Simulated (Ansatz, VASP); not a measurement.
# One calculation of RbGe2, two programs

```xyz
6
Lattice="3.8643 0.0000 0.0000 0.0000 3.8643 0.0000 0.0000 0.0000 11.1439" Properties=species:S:1:pos:R:3 pbc="T T T"
Rb    0.0000    0.0000    0.0000
Rb    1.9322    1.9322    5.5719
Ge    0.0000    1.9322    1.3930
Ge    0.0000    1.9322    6.9649
Ge    1.9322    0.0000    4.1790
Ge    1.9322    0.0000    9.7509
```

Alike in both runs: task relaxation of cell and atoms; functional PBE; k mesh 4 × 4 × 2; occupations gaussian, width 0.1 eV; no spin polarisation.

|  | VASP | Ansatz |
| --- | --- | --- |
| version | VASP 6.6.1 | Ansatz 0.2.0 |
| potentials or method | VASP PAW PBE potentials, release 64 (Rb_sv, Ge_d), cutoff 600 eV | scalar-relativistic, plane waves, PAW |
| valence electrons in the cell | 74 | 74 |

|  | VASP | Ansatz | Ansatz less VASP |
| --- | --- | --- | --- |
| gap on the k mesh at the Fermi level, each at its own relaxed structure (eV) | none | none | - |
| relaxed volume (Å³/atom) | 30.02 | 29.96 | -0.058 |
| relaxed cell length with the largest relative difference (Å) | 3.776 | 3.773 | -0.0029 |

A gap of «none» marks a metal or a gap that the smearing closes.

The k mesh is coarse, so the values compare programs but aren't converged.
